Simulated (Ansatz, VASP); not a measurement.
This is a calculation of Si for Ansatz 0.2.0.

The input input.yaml:

```yaml
crystal:
  lattice:
    - [0.0, 2.7576691254, 2.7576691254]
    - [2.7576691254, 0.0, 2.7576691254]
    - [2.7576691254, 2.7576691254, 0.0]
  atoms:
    - { symbol: Si, position: [0.5, 0.5, 0.5] }
    - { symbol: Si, position: [0.75, 0.75, 0.75] }
hamiltonian:
  xc: r2scan
  pseudopotentials: { kind: paw }
  dispersion: rvv10
kpoints:
  mp_grid: { grid: [8, 8, 8] }
scf:
  occupations: { method: fermi_dirac, width: 0.05 }
output:
  forces: true
  stress: true
  eigenvalues: true
```

Potentials or basis: Ansatz PAW.

Command:

```console
$ ansatz run input.yaml --threads 2 --pin off --max-ram 5120MiB --backend cpu --events-out ev --progress --plain --runs-dir out
```

Problem. Set up the same calculation for VASP 6.6.1. Potentials there: VASP PAW PBE potentials, release 64 (Si).

Solution. As run (the cutoff follows the program's own potentials):

File POSCAR:

```
Si
1.0
    0.0000000000      2.7576691254      2.7576691254
    2.7576691254      0.0000000000      2.7576691254
    2.7576691254      2.7576691254      0.0000000000
Si
2
Direct
    0.5000000000      0.5000000000      0.5000000000
    0.7500000000      0.7500000000      0.7500000000
```

File INCAR.step1:

```
SYSTEM = Si
ALGO = Normal ; EDIFF = 1E-4
ENCUT = 520 ; GGA = PE
ISMEAR = -1 ; LASPH = .TRUE.
LCHARG = .FALSE. ; LREAL = .FALSE.
LWAVE = .TRUE. ; NBANDS = 11
NELM = 100 ; PREC = Accurate
SIGMA = 0.05
```

Contents of INCAR.step2:

```
SYSTEM = Si
ALGO = Normal ; BPARAM = 11.95
CPARAM = 0.0093 ; EDIFF = 1E-6
ENCUT = 520 ; ISIF = 2
ISMEAR = -1 ; ISTART = 1
IVDW_NL = 2 ; LASPH = .TRUE.
LCHARG = .TRUE. ; LELF = .TRUE.
LMIXTAU = .TRUE. ; LREAL = .FALSE.
LUSE_VDW = .TRUE. ; LVHAR = .TRUE.
LWAVE = .FALSE. ; METAGGA = R2SCAN
NBANDS = 11 ; NELM = 100
PREC = Accurate ; SIGMA = 0.05
```

KPOINTS

```
k-points
0
G
  8 8 8
  0 0 0
```

Potentials or basis: VASP PAW PBE potentials, release 64 (Si).

Run with:

```console
$ cat potpaw_PBE.64/Si/POTCAR > POTCAR
$ cp INCAR.step1 INCAR
$ mpirun -np 1 vasp_std > vasp.out
$ cp INCAR.step2 INCAR
$ mpirun -np 1 vasp_std > vasp.out
```

Both were run:

|  | VASP | Ansatz | Ansatz less VASP |
| --- | --- | --- | --- |
| gap on the k mesh at the Fermi level (eV) | 0.85 | 0.84 | -0.012 |
| least direct gap on the mesh (eV) | 2.73 | 2.71 | -0.013 |
| pressure (GPa) | -4.1 | -3.9 | +0.20 |

VASP's potentials were made for PBE, not for r2SCAN.
